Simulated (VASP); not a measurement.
The system is CdTe, a slab with vacuum.

```
Te Cd
1.0
     4.58866    0.00000    0.00000
    -2.29433    3.97389    0.00000
     0.00000    0.00000   23.42990
Te Cd
3 3
Direct
  0.00000 0.00000 0.32010
  0.33333 0.66667 0.48001
  0.66667 0.33333 0.63992
  0.33333 0.66667 0.36008
  0.66667 0.33333 0.51999
  0.00000 0.00000 0.67990
```

Base run:

| Item | Value |
| --- | --- |
| Program | VASP 6.6.1 |
| Functional | PBEsol |
| Potentials or basis | VASP PAW PBE potentials, release 64 (Te, Cd) |
| Cutoff | 520 eV |
| k mesh | 6 × 6 × 1 |
| Occupations | gaussian, width 0.05 eV |
| Spin | no spin polarisation |

Its results: band gap on the k mesh zero (bands 27 and 28 overlap by 0.17 eV); largest force 0.841 eV/Å.

Problem. The run is repeated on the same cell with these changes: occupations from gaussian, width 0.05 eV to fermi-dirac, width 0.3 eV. What comes out?

Solution. Band gap on the k mesh 0.22 eV; largest force 0.586 eV/Å.

Caveats: the PAW data sets were made with another functional, which shifts forces and pressure a little; spin-orbit coupling is left out, which moves the levels of the heavy elements; so wide a smearing shifts energies and pressures (at least some runs); semilocal functionals underestimate gaps, and a narrow one can read as zero (at least some runs).

A k mesh can miss the band edges.
